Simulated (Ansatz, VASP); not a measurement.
One calculation of La2O3, two programs

```
La O
1.0
     3.88287    0.00000    0.00000
    -1.94144    3.36267    0.00000
     0.00000    0.00000    5.95039
La O
2 3
Direct
  0.33333 0.66667 0.24397
  0.66667 0.33333 0.75603
  0.33333 0.66667 0.64660
  0.66667 0.33333 0.35340
  0.00000 0.00000 0.00000
```

Alike in both runs: functional LDA; k mesh 6 × 6 × 4; no spin polarisation.

Ansatz relaxed the structure, and its values are those at the end. VASP's run is a single point on that final structure, the one shown.

|  | VASP | Ansatz |
| --- | --- | --- |
| version | VASP 6.6.1 | Ansatz 0.2.0 |
| potentials or method | VASP PAW LDA potentials, release 64 (La, O), cutoff 520 eV | scalar-relativistic, plane waves, PAW |
| occupations | gaussian, width 0.01 eV | fixed |
| valence electrons in the cell | 40 | 40 |

Ansatz gave:

| Quantity | Value |
| --- | --- |
| gap on the k mesh at the Fermi level (eV) | 3.74 |
| least direct gap on the mesh (eV) | 3.81 |
| pressure (GPa) | 0.0 |
| rms of the force components (eV/Å) | 0.000 |

Q: Which values does VASP return?

A: gap on the k mesh at the Fermi level (eV): 3.73; least direct gap on the mesh (eV): 3.80; pressure (GPa): 0.0; rms of the force components (eV/Å): 0.004.

LDA's correlation is that of Perdew and Zunger in VASP and of Perdew and Wang (1992) in Ansatz.

Spin-orbit coupling is off throughout.
